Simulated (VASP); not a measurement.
Write the native input for VASP 6.6.1 that does the following.

```yaml
Task: single point
Functional: PBE
Potentials_or_basis: VASP PAW PBE potentials, release 64 (Hf_pv, O)
Cutoff: 520 eV
k_mesh: 6 × 6 × 4
Occupations: gaussian, width 0.02 eV
Spin: no spin polarisation
Dipole_correction: no
Further_INCAR_settings: ALGO = Normal; EDIFF = 1e-06; NBANDS = 31
```

The structure of HfO2 lies in POSCAR:

```
HfO2
1.0
    3.5502402123      0.0000000000      0.0000000000
    0.0000000000      3.6178209270      0.0000000000
    0.0000000000      0.0000000000      5.2837071405
Hf O
2 4
Direct
    0.5000000000      0.5000000000      0.5000000000
    0.0000000000      0.0000000000      0.0000000000
    0.0000000000      0.5000000000      0.6932520948
    0.5000000000      0.0000000000      0.8067479052
    0.5000000000      0.0000000000      0.3067479052
    0.0000000000      0.5000000000      0.1932520948
```

This cell differs from its parent crystal: uniaxial strain along a: -1.5 %.

One way to write it, as run:

INCAR

```
SYSTEM = HfO2
PREC = Accurate
ENCUT = 520
EDIFF = 1E-6
ISMEAR = 0
SIGMA = 0.02
LREAL = .False.
LASPH = .True.
NELM = 60
ALGO = Normal
ISIF = 2
LWAVE = .False.
LCHARG = .False.
GGA = PE
NBANDS = 31
```

KPOINTS

```
regular mesh
0
Gamma
  6 6 4
  0 0 0
```

Potentials or basis: VASP PAW PBE potentials, release 64 (Hf_pv, O).

The run is started by

```console
$ cat potpaw_PBE.64/Hf_pv/POTCAR potpaw_PBE.64/O/POTCAR > POTCAR
$ mpirun -np 1 vasp_std > vasp.out
```

It gave:

```yaml
Pressure: -1.0 GPa
Largest_force: 0.401 eV/Å
Band_gap_on_the_k_mesh: 4.63 eV (least direct gap 4.70 eV)
```

Caveat: the cell differs from its parent crystal (uniaxial strain along a: -1.5 %); spin-orbit coupling is left out, which moves the levels of the heavy elements.

Run time: 49 s on 1 thread of AMD EPYC 9R45 96-Core Processor (Zen 5), with other jobs on the host, peak memory 0.2 GiB.
